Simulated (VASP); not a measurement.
A run of VASP 6.6.1 is set up as follows.

Contents of INCAR:

```
PREC = Accurate
ENCUT = 520
EDIFF = 1E-7
ISMEAR = 0
SIGMA = 0.1
LREAL = False
LASPH = True
NELM = 60
ALGO = Normal
ISIF = 2
LWAVE = False
LCHARG = False
GGA = PE
NBANDS = 10
```

File KPOINTS:

```
Automatic mesh
0
Gamma
  6 6 6
```

File POSCAR:

```
Li2H
1.0
    1.4049271000      0.8111350000      5.1137827000
   -1.4049271000      0.8111350000      5.1137827000
    0.0000000000     -1.6222700000      5.1137827000
Li H
2 1
Direct
    0.0815287000      0.0815287000      0.0815287000
    0.9184880000      0.9184880000      0.9184880000
    0.6669520000      0.6669520000      0.6669520000
```

Potentials or basis: VASP PAW PBE potentials, release 64 (Li_sv, H).

Run with:

```bash
$ cat potpaw_PBE.64/Li_sv/POTCAR potpaw_PBE.64/H/POTCAR > POTCAR
$ mpirun -np 1 vasp_std > vasp.out
```

Estimate the largest force.

0.014 eV/Å.

Forces in eV/Å, atoms in the order of the input:
```
Li   0.000  0.000 -0.013
Li   0.000  0.000  0.014
H    0.000  0.000 -0.001
```

Caveat: the k points lie up to 0.44 Å⁻¹ apart.
